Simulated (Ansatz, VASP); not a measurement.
**Two plane-wave programs on ZrTa3N4**

```xyz
8
Lattice="2.9872 0.0000 0.0000 -1.4936 2.5870 0.0000 0.0000 0.0000 11.6526" Properties=species:S:1:pos:R:3 pbc="T T T"
Zr    0.0000    0.0000    0.0000
Ta    0.0000    0.0000    5.8263
Ta    0.0000    0.0000    8.7189
Ta    0.0000    0.0000    2.9337
N     0.0000    1.7246    7.2584
N     0.0000    1.7246    4.3942
N     0.0000    1.7246   10.0920
N     0.0000    1.7246    1.5606
```

Alike in both runs: functional PBE; k mesh 5 × 5 × 1; occupations gaussian, width 0.15 eV; no spin polarisation.

Ansatz relaxed the structure, and its values are those at the end. VASP's run is a single point on that final structure, the one shown.

```csv
,VASP,Ansatz
version,VASP 6.6.1,Ansatz 0.2.0
potentials or method,"VASP PAW PBE potentials, release 64 (Zr_sv, Ta_pv, N), cutoff 520 eV","scalar-relativistic, plane waves, PAW"
valence electrons in the cell,65,71
```

Ansatz gave:

```
gap on the k mesh at the Fermi level (eV) : none
pressure (GPa)                            : -0.2
rms of the force components (eV/Å)        : 0.004
```

Question: Estimate VASP's values.

Answer: gap on the k mesh at the Fermi level (eV): none; pressure (GPa): 0.4; rms of the force components (eV/Å): 0.009.

A gap of «none» marks a metal or a gap that the smearing closes. VASP's potentials hold 65 valence electrons a cell and Ansatz's 71, so a difference there can come from the potentials and not from the codes.

The k mesh is coarse, so the values compare programs but aren't converged. Neither program's run includes spin-orbit coupling.
